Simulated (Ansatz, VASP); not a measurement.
## One calculation of SnSe2, two programs

The input INCAR:

```
SYSTEM = SnSe2
PREC = Accurate
ENCUT = 500
EDIFF = 1E-6
ISMEAR = 0
SIGMA = 0.03
LREAL = .FALSE.
LASPH = .TRUE.
NELM = 120
ALGO = Normal
ISIF = 2
LWAVE = .FALSE.
LCHARG = .FALSE.
GGA = PE
IVDW = 12
NBANDS = 20
GGA_COMPAT = .FALSE.
```

Contents of KPOINTS:

```
Automatic mesh
0
G
  12 12 6
  0 0 0
```

POSCAR

```
SnSe2
1.0
    3.7440000000      0.0000000000      0.0000000000
   -1.8720000000      3.2423991118      0.0000000000
    0.0000000000      0.0000000000      7.3081000000
Sn Se
1 2
Direct
    0.0000000000      0.0000000000      0.0000000000
    0.3333333333      0.6666666667      0.2651331237
    0.6666666667      0.3333333333      0.7348668763
```

Input for Ansatz:

```yaml
crystal:
  lattice:
    - [3.744, 0.0, 0.0]
    - [-1.872, 3.2423991118, 0.0]
    - [0.0, 0.0, 7.3081]
  atoms:
    - { symbol: Sn, position: [0.0, 0.0, 0.0] }
    - { symbol: Se, position: [0.3333333333, 0.6666666667, 0.2651331237] }
    - { symbol: Se, position: [0.6666666667, 0.3333333333, 0.7348668763] }
basis:
  ecutwfc: 420
kpoints:
  mp_grid: { grid: [12, 12, 6] }
hamiltonian:
  xc: pbe
  dispersion: d3bj
scf:
  occupations: { method: gaussian, width: 0.03 }
output:
  forces: true
  stress: true
  eigenvalues: true
```

Alike in both runs: task single point; functional PBE; dispersion D3(BJ); k mesh 12 × 12 × 6; occupations gaussian, width 0.03 eV; no spin polarisation.

```csv
,VASP,Ansatz
version,VASP 6.6.1,Ansatz 0.2.0
potentials or method,"VASP PAW PBE potentials, release 64 (Sn_d, Se), cutoff 500 eV","scalar-relativistic, plane waves, PAW"
valence electrons in the cell,26,46
```

VASP gave:

* gap on the k mesh at the Fermi level (eV): none
* pressure (GPa): -6.2
* traceless stress, the component that is largest in VASP (GPa): -8.99
* rms of the force components (eV/Å): 0.870

**Question.** What did Ansatz give for the same quantities?

**Answer.** gap on the k mesh at the Fermi level (eV): none; pressure (GPa): -6.2; traceless stress, the component that is largest in VASP (GPa): -9.01; rms of the force components (eV/Å): 0.873.

Atom by atom the forces differ by 0.003 eV/Å (rms over components). A gap of «none» marks a metal or a gap that the smearing closes. VASP's potentials hold 26 valence electrons a cell and Ansatz's 46, so a difference there can come from the potentials and not from the codes.
